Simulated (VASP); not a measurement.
# InIrC4N4 in VASP: notebook

InIrC4N4 is run at these levels: PBE; tasks: single point.

Program: VASP 6.6.1. These are calculated values, not measurements. Logs are shortened: lines on timing, memory, paths and dates and some standing lists are left out, and cuts for length are marked.

## 1. The cell of the first run

Symmetry: C2/m, No. 12, monoclinic system. Conventional cell: a = 9.874 Å, b = 10.653 Å, c = 3.330 Å, α = 90.00°, β = 108.89°, γ = 90.00°. Within 2.9 Å of In (site symmetry 2/m) lie 6 N at 2.17 to 2.26 Å. Ir (site symmetry 2/m) has 4 C at 1.94 to 1.99 Å within 2.6 Å. Within 1.6 Å of C (site symmetry m) lie 1 N at 1.20 Å. C (site symmetry 2) has 1 N at 1.17 Å within 1.6 Å. N (site symmetry m) has 1 C at 1.20 Å within 1.6 Å. Within 1.6 Å of N (site symmetry 2) lie 1 C at 1.17 Å.

## 2. Single point, PBE

Input file INCAR:

```
SYSTEM = InIrC4N4
PREC = Accurate ; ENCUT = 520
EDIFF = 1E-6 ; ISMEAR = 0
SIGMA = 0.1 ; LREAL = .False.
LASPH = .True. ; NELM = 80
ALGO = Normal ; ISIF = 2
LWAVE = .False. ; LCHARG = .False.
GGA = PE ; NBANDS = 40
```

Input file KPOINTS:

```
regular mesh
0
Gamma
  4 4 6
  0 0 0
```

Input file POSCAR:

```
InIrC4N4
1.0
    4.9372394724     -5.3266907756      0.0000000000
    4.9372394724      5.3266907756      0.0000000000
   -1.0779960518      0.0000000000      3.1506341465
In Ir C N
1 1 4 4
Direct
    0.5000000000      0.5000000000      0.0000000000
    0.0000000000      0.0000000000      0.0000000000
    0.2080087383      0.2080087383      0.2128267132
    0.7919912617      0.7919912617      0.7871732868
    0.1863888789      0.8136111211      0.0000000000
    0.8136111211      0.1863888789      0.0000000000
    0.3359068651      0.3359068651      0.3419410428
    0.6640931349      0.6640931349      0.6580589572
    0.2962729381      0.7037270619      0.0000000000
    0.7037270619      0.2962729381      0.0000000000
```

Potentials or basis: VASP PAW PBE potentials, release 64 (In_d, Ir, C, N).

The run is started by

```sh
$ cat potpaw_PBE.64/In_d/POTCAR potpaw_PBE.64/Ir/POTCAR potpaw_PBE.64/C/POTCAR potpaw_PBE.64/N/POTCAR > POTCAR
$ mpirun -np 1 vasp_std > vasp.out
```

OUTCAR:

```text
SYSTEM = InIrC4N4
   PREC = Accurate
   ENCUT = 520
   EDIFF = 1E-6
   ISMEAR = 0
   LREAL = .False.
   LASPH = .True.
   NELM = 80
   ISIF = 2
   GGA = PE

 ion  position               nearest neighbor table
   1  0.500  0.500  0.000-   9 2.17  10 2.17   7 2.26   8 2.26   8 2.26   7 2.26
   2  0.000  0.000  0.000-   3 1.94   4 1.94   5 1.99   6 1.99
   3  0.208  0.208  0.213-   7 1.20   2 1.94
   4  0.792  0.792  0.787-   8 1.20   2 1.94
   5  0.186  0.814  0.000-   9 1.17   2 1.99
   6  0.814  0.186  0.000-  10 1.17   2 1.99
   7  0.336  0.336  0.342-   3 1.20   1 2.26   1 2.26
   8  0.664  0.664  0.658-   4 1.20   1 2.26   1 2.26
   9  0.296  0.704  0.000-   5 1.17   1 2.17
  10  0.704  0.296  0.000-   6 1.17   1 2.17

  LATTYP: Found a base centered monoclinic cell.
 ALAT       =     9.8744789448
 B/A-ratio  =     1.0788803754
 C/A-ratio  =     0.3372279814
 COS(beta)  =    -0.3237273403

  Lattice vectors:

 A1 = (   4.9372394724,  -5.3266907756,   0.0000000000)
 A2 = (   4.9372394724,   5.3266907756,   0.0000000000)
 A3 = (  -1.0779960518,   0.0000000000,   3.1506341465)

Analysis of symmetry for initial positions (statically):
=====================================================================
 Subroutine PRICEL returns:
 Original cell was already a primitive cell.

 Routine SETGRP: Setting up the symmetry group for a
 base centered monoclinic supercell.

 Subroutine GETGRP returns: Found  4 space group operations
 (whereof  4 operations were pure point group operations)
 out of a pool of  4 trial point group operations.

The static configuration has the point symmetry C_2h.

Analysis of symmetry for dynamics (positions and initial velocities):
=====================================================================
 Subroutine PRICEL returns:
 Original cell was already a primitive cell.

 Routine SETGRP: Setting up the symmetry group for a
 base centered monoclinic supercell.

 Subroutine GETGRP returns: Found  4 space group operations
 (whereof  4 operations were pure point group operations)
 out of a pool of  4 trial point group operations.

The dynamic configuration has the point symmetry C_2h.

 Subroutine INISYM returns: Found  4 space group operations
 (whereof  4 operations are pure point group operations),
[... 110 lines left out ...]
   ENCUT  =  520.0 eV  38.22 Ry    6.18 a.u.  13.50 13.50  6.19*2*pi/ulx,y,z
   NELM   =     80;   NELMIN=  2; NELMDL= -5     # of ELM steps
   EDIFF  = 0.1E-05   stopping-criterion for ELM
   LREAL  =      F    real-space projection
[... 7 lines left out ...]
   TEBEG  =    0.0;   TEEND  =   0.0 temperature during run
   PSTRESS=    0.0 pullay stress
   NELECT =      58.0000    total number of electrons
   NUPDOWN=      -1.0000    fix difference up-down
   EMIN   =  10.00;   EMAX   =-10.00  energy-range for DOS
   EFERMI =   0.00;   METHOD = LEGACY
   ISMEAR =     0;   SIGMA  =   0.10  broadening in eV -4-tet -1-fermi 0-gaus
   EFERMI_NEDOS =   21; number of points for ismear=-14 and -15
   IALGO  =     38    algorithm
   IMIX   =      4    mixing-type and parameters
     AMIX     =   0.40;   BMIX     =  1.00
     AMIX_MAG =   1.60;   BMIX_MAG =  1.00
  volume/ion in A,a.u.               =      16.57       111.83
  Fermi-wavevector in a.u.,A,eV,Ry     =   1.153704  2.180184 18.109792  1.331032
  Thomas-Fermi vector in A             =   2.290346
   LORBIT       =      0    0 simple, 1 ext, 2 COOP (PROOUT), +10 PAW based schemes
   GGA     = PE    functional components
   LHFCALC =     F    Hartree Fock is set to
   AEXX    =    0.0000 exact exchange contribution
   IVDW    =     0    specifies the selected vdW correction
   LEPSILON=     F    determine dielectric tensor
   LRPA    =     F    only Hartree local field effects (RPA)
 non-spin polarized calculation
 Gauss-broadening in eV      SIGMA  =   0.10
  energy-cutoff  :      520.00
  volume of cell :      165.72
 maximum number of plane-waves:      4490
   NGX = 27   NGY = 27   NGZ = 13

 number of electron      57.9999997 magnetization

 Free energy of the ion-electron system (eV)
  ---------------------------------------------------
  ext. energy  EPLUGINS =         0.00000000
  ---------------------------------------------------
  free energy    TOTEN  =       -79.37256872 eV

  energy without entropy =      -79.37247017  energy(sigma->0) =      -79.37251944

 E-fermi :   2.2753     XC(G=0):  -8.5045

 val. band max:        2.0907905519   @ k =  -0.2500   0.2500   0.5000
 cond. band min:       2.4932755854   @ k =   0.0000   0.0000   0.5000
 fundamental gap:      0.4024850335
 Fermi energy:         2.2752841549

 k-point     1 :       0.0000    0.0000    0.0000
  band No.  band energies     occupation
      1     -17.1088      2.00000
      2     -16.8953      2.00000
      3     -16.2981      2.00000
      4     -16.1949      2.00000
      5     -13.4631      2.00000
      6     -13.2510      2.00000
[... 1021 lines left out ...]
     39       7.7508      0.00000
     40       8.5956      0.00000

 [... further k-points ...]

------------------------ aborting loop because EDIFF is reached ----------------------------------------

  FORCE on cell =-STRESS in cart. coord.  units (eV):
  Direction    XX          YY          ZZ          XY          YZ          ZX
  --------------------------------------------------------------------------------------
  -------------------------------------------------------------------------------------
  Total        0.8808563      0.9654414     -0.0386794      0.0000000      0.0000000      0.2360921
  in kB        8.5162028      9.3339800     -0.3739561      0.0000000      0.0000000      2.2825612
  external PRESSURE =       5.8254089 kB  Pullay stress =       0.0000000 kB

 VOLUME and BASIS-vectors are now :
 -----------------------------------------------------------------------------
  energy-cutoff  :      520.00
  volume of cell :      165.72
      direct lattice vectors                 reciprocal lattice vectors
     4.937239472 -5.326690776  0.000000000     0.101271166 -0.093866909  0.034650141
     4.937239472  5.326690776  0.000000000     0.101271166  0.093866909  0.034650141
    -1.077996052  0.000000000  3.150634146     0.000000000  0.000000000  0.317396420

 POSITION                                       TOTAL-FORCE (eV/Angst)
 -----------------------------------------------------------------------------------
      4.93724      0.00000      0.00000         0.000000     -0.000000      0.000000
      0.00000      0.00000      0.00000         0.000000     -0.000000      0.000000
      1.82455      0.00000      0.67054        -0.172491     -0.000000     -0.063424
      6.97193      0.00000      2.48010         0.172491     -0.000000      0.063424
      4.93724      3.34102      0.00000         0.000000      0.289914     -0.000000
      4.93724     -3.34102      0.00000         0.000000     -0.289914      0.000000
      2.94829      0.00000      1.07733         0.249092     -0.000000      0.090455
      5.84819      0.00000      2.07330        -0.249092     -0.000000     -0.090455
      4.93724      2.17038      0.00000        -0.000000     -0.337860      0.000000
      4.93724     -2.17038      0.00000        -0.000000      0.337860      0.000000
 -----------------------------------------------------------------------------------
    total drift:                                0.000000      0.000000     -0.000000

  FREE ENERGIE OF THE ION-ELECTRON SYSTEM (eV)
  ---------------------------------------------------
  free  energy   TOTEN  =       -79.3725687159 eV

  energy  without entropy=      -79.3724701740  energy(sigma->0) =      -79.37251944
```

Wall time 2.3 min (1 thread of AMD EPYC 9R45 (Zen 5), shared host); peak memory 0.38 GiB.

What came out:

- Free energy: -79.3726 eV
- Pressure: 0.6 GPa
- Largest force: 0.338 eV/Å
- Band gap on the k mesh: 0.40 eV (least direct gap 0.42 eV)

Forces in eV/Å, atoms in the order of the input:
```
In   0.000  0.000  0.000
Ir   0.000  0.000  0.000
C   -0.172  0.000 -0.063
C    0.172  0.000  0.063
C    0.000  0.290  0.000
C    0.000 -0.290  0.000
N    0.249  0.000  0.090
N   -0.249  0.000 -0.090
N    0.000 -0.338  0.000
N    0.000  0.338  0.000
```

Caveat: spin-orbit coupling is left out, which moves the levels of the heavy elements.

## 3. Single point, PBE

Input file INCAR:

```
SYSTEM = InIrC4N4
ALGO = Normal
EDIFF = 1E-7
ENCUT = 520
GGA = PE
ISIF = 2
ISMEAR = 0
LASPH = .True.
LCHARG = .False.
LREAL = .False.
LWAVE = .False.
NBANDS = 40
NELM = 80
PREC = Accurate
SIGMA = 0.2
```

Input file KPOINTS:

```
k-points
0
Gamma
  6 4 4
  0 0 0
```

Input file POSCAR:

```
InIrC4N4
1.0
    0.3666740564     -0.3710447151      3.2888367196
    7.2081920337      0.3236052234      0.8483368660
    0.3306250211      7.2037293960     -0.8452681020
In Ir C N
1 1 4 4
Direct
    0.9999775435      0.5000124605      0.5000021396
    0.0000135044     -0.0000062343     -0.0000019101
    0.7871508304      0.2080238499      0.7919960524
    0.2128540236      0.7919578805      0.2079819047
    0.9995637487      0.1863121512      0.1864759277
    0.0004682883      0.8136762193      0.8135363765
    0.6580365008      0.3359916005      0.6641675493
    0.3419621599      0.6640243091      0.3358527873
   -0.0007461934      0.2962305571      0.2963256401
    1.0007195936      0.7037772061      0.7036635327
```

Potentials or basis: VASP PAW PBE potentials, release 64 (In_d, Ir, C, N).

The run is started by

```sh
$ cat potpaw_PBE.64/In_d/POTCAR potpaw_PBE.64/Ir/POTCAR potpaw_PBE.64/C/POTCAR potpaw_PBE.64/N/POTCAR > POTCAR
$ mpirun -np 1 vasp_std > vasp.out
```

OUTCAR:

```text
SYSTEM = InIrC4N4
   EDIFF = 1E-7
   ENCUT = 520
   GGA = PE
   ISIF = 2
   ISMEAR = 0
   LASPH = .True.
   LREAL = .False.
   NELM = 80
   PREC = Accurate

 ion  position               nearest neighbor table
   1  1.000  0.500  0.500-  10 2.17   9 2.17   8 2.26   7 2.26   8 2.26   7 2.26
   2  0.000  1.000  1.000-   4 1.94   3 1.94   6 1.99   5 1.99
   3  0.787  0.208  0.792-   7 1.20   2 1.94
   4  0.213  0.792  0.208-   8 1.20   2 1.94
   5  1.000  0.186  0.186-   9 1.17   2 1.99
   6  0.000  0.814  0.814-  10 1.17   2 1.99
   7  0.658  0.336  0.664-   3 1.20   1 2.26   1 2.26
[... 1258 lines left out ...]
  external PRESSURE =       6.2470129 kB  Pullay stress =       0.0000000 kB

 VOLUME and BASIS-vectors are now :
 -----------------------------------------------------------------------------
  energy-cutoff  :      520.00
  volume of cell :      165.72
      direct lattice vectors                 reciprocal lattice vectors
     0.366674056 -0.371044715  3.288836720    -0.038527655  0.038458947  0.312693262
     7.208192034  0.323605223  0.848336866     0.141072609 -0.008431856 -0.016679533
     0.330625021  7.203729396 -0.845268102    -0.008321706  0.141176678  0.016855265

 POSITION                                       TOTAL-FORCE (eV/Angst)
 -----------------------------------------------------------------------------------
      4.13616      3.39265      3.29031        -0.000933     -0.000572      0.000420
      7.53878      7.52731      0.00311        -0.000547     -0.000243      0.000157
      2.04996      5.48057      2.09584        -0.123911      0.124631      0.032087
      5.85540      1.67555      1.19609         0.123463     -0.120409     -0.031473
      1.77114      1.03273      3.28784        -0.207778     -0.208105      0.001853
      6.13428      6.12363      0.00416         0.206542      0.205266     -0.002396
      2.88277      4.64905      1.88781         0.179201     -0.179036     -0.045284
      5.02284      2.50739      1.40409        -0.177984      0.175820      0.044336
      2.59966      1.85974      3.28721         0.238733      0.237757      0.000803
      5.30587      5.29648      0.00462        -0.236788     -0.235109     -0.000503
 -----------------------------------------------------------------------------------
    total drift:                                0.000002      0.000002      0.000003

  FREE ENERGIE OF THE ION-ELECTRON SYSTEM (eV)
  ---------------------------------------------------
  free  energy   TOTEN  =       -79.3738436073 eV

  energy  without entropy=      -79.3681651571  energy(sigma->0) =      -79.37100438
```

OSZICAR:

```text
N       E                     dE             d eps       ncg     rms          rms(c)
DAV:   1     0.574725081825E+03    0.57473E+03   -0.26306E+04  4176   0.144E+03
DAV:   2     0.916388535815E+01   -0.56556E+03   -0.52876E+03  4368   0.401E+02
DAV:   3    -0.839824866546E+02   -0.93146E+02   -0.90840E+02  5320   0.166E+02
DAV:   4    -0.893900858398E+02   -0.54076E+01   -0.53154E+01  5272   0.442E+01
DAV:   5    -0.896173074838E+02   -0.22722E+00   -0.22677E+00  5560   0.947E+00    0.316E+01
DAV:   6    -0.828282051270E+02    0.67891E+01   -0.52287E+01  5928   0.546E+01    0.181E+01
DAV:   7    -0.795651086480E+02    0.32631E+01   -0.14251E+01  6064   0.351E+01    0.834E+00
DAV:   8    -0.794298820708E+02    0.13523E+00   -0.15290E+00  5632   0.658E+00    0.350E+00
DAV:   9    -0.793750309032E+02    0.54851E-01   -0.25480E-01  6000   0.360E+00    0.137E+00
DAV:  10    -0.793738577988E+02    0.11731E-02   -0.41587E-02  6056   0.153E+00    0.363E-01
DAV:  11    -0.793737814464E+02    0.76352E-04   -0.50037E-03  5944   0.610E-01    0.187E-01
DAV:  12    -0.793737763640E+02    0.50824E-05   -0.70663E-04  6096   0.176E-01    0.107E-01
DAV:  13    -0.793738340040E+02   -0.57640E-04   -0.17774E-04  4680   0.881E-02    0.230E-02
DAV:  14    -0.793738433029E+02   -0.92989E-05   -0.26960E-05  5120   0.324E-02    0.134E-02
DAV:  15    -0.793738438791E+02   -0.57625E-06   -0.47160E-06  5848   0.189E-02    0.548E-03
DAV:  16    -0.793738437612E+02    0.11797E-06   -0.10396E-06  5576   0.738E-03    0.193E-03
DAV:  17    -0.793738436083E+02    0.15288E-06   -0.19135E-07  3576   0.454E-03    0.832E-04
DAV:  18    -0.793738436073E+02    0.97634E-09   -0.46932E-08  3248   0.145E-03
   1 F= -.79373844E+02 E0= -.79371004E+02  d E =-.567845E-02
```

stdout:

```text
POSCAR found type information on POSCAR InIrC N
 POSCAR found :  4 types and      10 ions
 scaLAPACK will be used
 LDA part: xc-table for (Slater+PW92), standard interpolation
 POSCAR, INCAR and KPOINTS ok, starting setup
 FFT: planning ... GRIDC
 FFT: planning ... GRID_SOFT
 FFT: planning ... GRID
 WAVECAR not read
 entering main loop
```

Run time: 3.5 min. Hardware: 1 thread of AMD EPYC 9R45 (Zen 5), shared host; peak memory 0.47 GiB.

Results:

| Quantity | Value |
| --- | --- |
| Free energy | -79.3738 eV |
| Pressure | 0.6 GPa |
| Largest force | 0.337 eV/Å |
| Band gap on the k mesh | 0.41 eV (least direct gap 0.43 eV) |

Forces in eV/Å, atoms in the order of the input:
```
In  -0.001 -0.001  0.000
Ir  -0.001  0.000  0.000
C   -0.124  0.125  0.032
C    0.123 -0.120 -0.031
C   -0.208 -0.208  0.002
C    0.207  0.205 -0.002
N    0.179 -0.179 -0.045
N   -0.178  0.176  0.044
N    0.239  0.238  0.001
N   -0.237 -0.235 -0.001
```

Stress tensor (GPa, compression positive):
```
 0.91  0.03 -0.03
 0.03  0.93  0.03
-0.03  0.03  0.03
```

Caveat: spin-orbit coupling is left out, which moves the levels of the heavy elements. A k mesh can miss the band edges.
